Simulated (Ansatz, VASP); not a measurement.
# One calculation of Si, two programs

INCAR

```
ALGO = Normal ; EDIFF = 1E-6
ENCUT = 520 ; GGA = PE
ISIF = 2 ; ISMEAR = -1
LASPH = T ; LCHARG = F
LREAL = F ; LWAVE = F
NBANDS = 11 ; NELM = 100
PREC = Accurate ; SIGMA = 0.05
```

File KPOINTS:

```
k-points
0
Gamma
  10 10 10
```

POSCAR

```
Si
1.0
    0.0000000000      2.7135600000      2.7135600000
    2.7135600000      0.0000000000      2.7135600000
    2.7135600000      2.7135600000      0.0000000000
Si
2
Direct
    0.7500000000      0.7500000000      0.7500000000
    0.5000000000      0.5000000000      0.5000000000
```

Input for Ansatz:

```yaml
crystal:
  lattice:
    - [0.0, 2.71356, 2.71356]
    - [2.71356, 0.0, 2.71356]
    - [2.71356, 2.71356, 0.0]
  atoms:
    - { symbol: Si, position: [0.75, 0.75, 0.75] }
    - { symbol: Si, position: [0.5, 0.5, 0.5] }
kpoints:
  mp_grid: { grid: [10, 10, 10] }
scf:
  occupations: { method: fermi_dirac, width: 0.05 }
hamiltonian:
  xc: pbe
  pseudopotentials: { kind: paw }
output:
  forces: true
  stress: true
  eigenvalues: true
  populations: true
```

Change from the starting cell: shortest bond scaled by 1, PAW files.

Alike in both runs: task single point; functional PBE; k mesh 10 × 10 × 10; occupations fermi-dirac, width 0.05 eV; no spin polarisation.

|  | VASP | Ansatz |
| --- | --- | --- |
| version | VASP 6.6.1 | Ansatz 0.2.0 |
| potentials or method | VASP PAW PBE potentials, release 64 (Si) | PAW with Ansatz's default frozen-core files, scalar-relativistic |
| plane-wave cutoff (eV) | 520 | 420 |
| valence electrons in the cell | 8 | 8 |

```tsv
	VASP	Ansatz	Ansatz less VASP
pressure (GPa)	2.1	2.2	+0.08
```
